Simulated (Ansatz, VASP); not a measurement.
# Two plane-wave programs on AlGa5As6

Contents of INCAR:

```
SYSTEM = AlGa5As6
PREC     = Accurate       ! precision mode
ENCUT    = 500            ! plane-wave cutoff, eV
EDIFF    = 1E-7           ! SCF threshold, eV
ISMEAR   = 0              ! smearing method
SIGMA    = 0.1            ! smearing width, eV
LREAL    = .FALSE.        ! projectors in reciprocal space
LASPH    = .TRUE.         ! aspherical terms in the spheres
NELM     = 120            ! most SCF steps
ALGO     = Normal         ! electronic algorithm
ISIF     = 3              ! what is computed and relaxed
LWAVE    = .FALSE.        ! write WAVECAR
LCHARG   = .FALSE.        ! write CHGCAR
GGA      = PE             ! functional
IBRION   = 2              ! ionic algorithm
NSW      = 90             ! ionic steps
EDIFFG   = -0.04          ! ionic threshold
GGA_COMPAT= .FALSE.      
NELMIN   = 4
```

Contents of KPOINTS:

```
regular mesh
0
G
  4 4 1
  0 0 0
```

Contents of POSCAR:

```
AlGa5As6
1.0
    3.8995750300      0.0000000000      0.0000000000
    0.0000000000      3.8995750300      0.0000000000
    0.0000000000      0.0000000000     16.5444957000
Al Ga As
1 5 6
Direct
    0.0000000000      0.0000000000      0.5000000000
    0.0000000000      0.0000000000      0.8333333300
    0.5000000000      0.5000000000      0.0000000000
    0.0000000000      0.0000000000      0.1666666700
    0.5000000000      0.5000000000      0.3333333300
    0.5000000000      0.5000000000      0.6666666700
    0.5000000000      0.0000000000      0.9166666700
    0.0000000000      0.5000000000      0.0833333300
    0.5000000000      0.0000000000      0.2500000000
    0.0000000000      0.5000000000      0.4166666700
    0.5000000000      0.0000000000      0.5833333300
    0.0000000000      0.5000000000      0.7500000000
```

Input for Ansatz:

```yaml
crystal:
  lattice:
    - [3.89957503, 0.0, 0.0]
    - [0.0, 3.89957503, 0.0]
    - [0.0, 0.0, 16.5444957]
  atoms:
    - { symbol: Al, position: [0.0, 0.0, 0.5] }
    - { symbol: Ga, position: [0.0, 0.0, 0.83333333] }
    - { symbol: Ga, position: [0.5, 0.5, 0.0] }
    - { symbol: Ga, position: [0.0, 0.0, 0.16666667] }
    - { symbol: Ga, position: [0.5, 0.5, 0.33333333] }
    - { symbol: Ga, position: [0.5, 0.5, 0.66666667] }
    - { symbol: As, position: [0.5, 0.0, 0.91666667] }
    - { symbol: As, position: [0.0, 0.5, 0.08333333] }
    - { symbol: As, position: [0.5, 0.0, 0.25] }
    - { symbol: As, position: [0.0, 0.5, 0.41666667] }
    - { symbol: As, position: [0.5, 0.0, 0.58333333] }
    - { symbol: As, position: [0.0, 0.5, 0.75] }
basis:
  ecutwfc: 420
kpoints:
  mp_grid: { grid: [4, 4, 1] }
hamiltonian:
  xc: pbe
scf:
  occupations: { method: gaussian, width: 0.1 }
  lower_state_search: "off"
output:
  forces: true
  stress: true
  eigenvalues: true
relax:
  adjacent_minimum: "off"
  f_tol: 0.04
  max_steps: 70
  cell: { stress_tol: 0.4 }
```

Alike in both runs: task relaxation of cell and atoms; functional PBE; k mesh 4 × 4 × 1; occupations gaussian, width 0.1 eV; no spin polarisation.

```csv
,VASP,Ansatz
version,VASP 6.6.1,Ansatz 0.2.0
potentials or method,"VASP PAW PBE potentials, release 64 (Al, Ga_d, As), cutoff 500 eV","scalar-relativistic, plane waves, PAW"
valence electrons in the cell,98,158
```

|  | VASP | Ansatz | Ansatz less VASP |
| --- | --- | --- | --- |
| gap on the k mesh at the Fermi level, each at its own relaxed structure (eV) | 0.35 | 0.39 | +0.037 |
| relaxed volume (Å³/atom) | 23.68 | 23.58 | -0.103 |
| relaxed cell length with the largest relative difference (Å) | 4.086 | 4.076 | -0.0097 |

VASP's potentials hold 98 valence electrons a cell and Ansatz's 158, so a difference there can come from the potentials and not from the codes.
